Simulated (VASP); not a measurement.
Runs of VASP 6.6.1 on Zr2ZnN2. The structure is that of space group P4/mmm (No. 123), or close to it. The cells are those of the table. 

```csv
task,cell,k mesh,cutoff (eV),gap on the mesh (eV),pressure (GPa),relaxed volume (Å³/atom),largest force (eV/Å)
single point,"a = 3.821, b = 3.821, c = 5.183 Å, 5 atoms",4 × 4 × 4,520,none,(a),-,6.14
relaxation of cell and atoms,"relaxed from a = 3.403, b = 3.403, c = 6.541 Å, 5 atoms",12 × 12 × 6,600,none,0.0,15.19,0.01
relaxation of cell and atoms,"relaxed from a = 3.821, b = 3.821, c = 5.183 Å, 5 atoms",4 × 4 × 4,600,none,-0.2,15.17,0.01
single point,"a = 3.403, b = 3.403, c = 6.541 Å, 5 atoms",6 × 6 × 4,520,none,0.2,-,0.03
single point,"a = 3.377, b = 3.377, c = 6.668 Å, 5 atoms",4 × 4 × 4,520,none,(b),-,0.01
```

Alike in all rows: level PBE; potentials or basis VASP PAW PBE potentials, release 64 (Zr_sv, Zn, N); no spin polarisation; smearing gaussian 0.1 eV.

Estimate the missing entries.

(a) -3.4; (b) 0.4.

Caveats: some runs use coarse meshes; forces of over 1 eV/Å act on the atoms, so gaps and moduli don't describe the material at rest (some runs).

A k mesh can miss the band edges, and the runs leave out spin-orbit coupling on Zr.

A gap of «none» marks levels without a gap at the run's occupations.
